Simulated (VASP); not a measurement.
Wanted: the native input for a VASP 6.6.1 run.

| Property | Result |
| --- | --- |
| Task | single point |
| Functional | r2SCAN |
| Potentials or basis | VASP PAW PBE potentials, release 64 (Zn, Se) |
| Cutoff | 520 eV |
| k mesh | 8 × 8 × 8 |
| Occupations | gaussian, width 0.05 eV |
| Spin | no spin polarisation |
| Dipole correction | no |
| Further INCAR settings | ALGO = Normal; EDIFF = 1e-07; NBANDS = 16 |

Crystal: ZnSe.

```
Zn Se
1.0
     0.00000    2.85147    2.85147
     2.85147    0.00000    2.85147
     2.85147    2.85147    0.00000
Zn Se
1 1
Direct
  0.00000 0.00000 0.00000
  0.75000 0.75000 0.75000
```

This cell differs from its parent crystal: volume scaled by 1.02.

These files were run (other wordings do the same):

POSCAR

```
ZnSe
1.0
    0.0000000000      2.8514691405      2.8514691405
    2.8514691405      0.0000000000      2.8514691405
    2.8514691405      2.8514691405      0.0000000000
Zn Se
1 1
Direct
    0.0000000000      0.0000000000      0.0000000000
    0.7500000000      0.7500000000      0.7500000000
```

INCAR.step1

```
SYSTEM = ZnSe
ALGO = Normal
EDIFF = 1E-4
ENCUT = 520
GGA = PE
ISMEAR = 0
LASPH = .True.
LCHARG = .False.
LREAL = .False.
LWAVE = .True.
NBANDS = 16
NELM = 60
PREC = Accurate
SIGMA = 0.05
```

INCAR.step2

```
SYSTEM = ZnSe
ALGO = Normal
EDIFF = 1E-7
ENCUT = 520
ISIF = 2
ISMEAR = 0
ISTART = 1
LASPH = .True.
LCHARG = .True.
LELF = .True.
LMIXTAU = .True.
LREAL = .False.
LVHAR = .True.
LWAVE = .False.
METAGGA = R2SCAN
NBANDS = 16
NELM = 60
PREC = Accurate
SIGMA = 0.05
```

KPOINTS

```
k-points
0
Gamma
  8 8 8
  0 0 0
```

Potentials or basis: VASP PAW PBE potentials, release 64 (Zn, Se).

Launch:

```console
$ cat potpaw_PBE.64/Zn/POTCAR potpaw_PBE.64/Se/POTCAR > POTCAR
$ cp INCAR.step1 INCAR
$ mpirun -np 1 vasp_std > vasp.out
$ cp INCAR.step2 INCAR
$ mpirun -np 1 vasp_std > vasp.out
```

It gave:

The pressure is -1.2 GPa and the band gap on the k mesh is 1.79 eV, direct.

Caveat: the PAW data sets were made with another functional, which shifts forces and pressure a little.

Wall time 98 s on 1 thread of Intel(R) Xeon(R) Platinum 8488C (Sapphire Rapids), with other jobs on the host, peak memory 0.18 GiB.
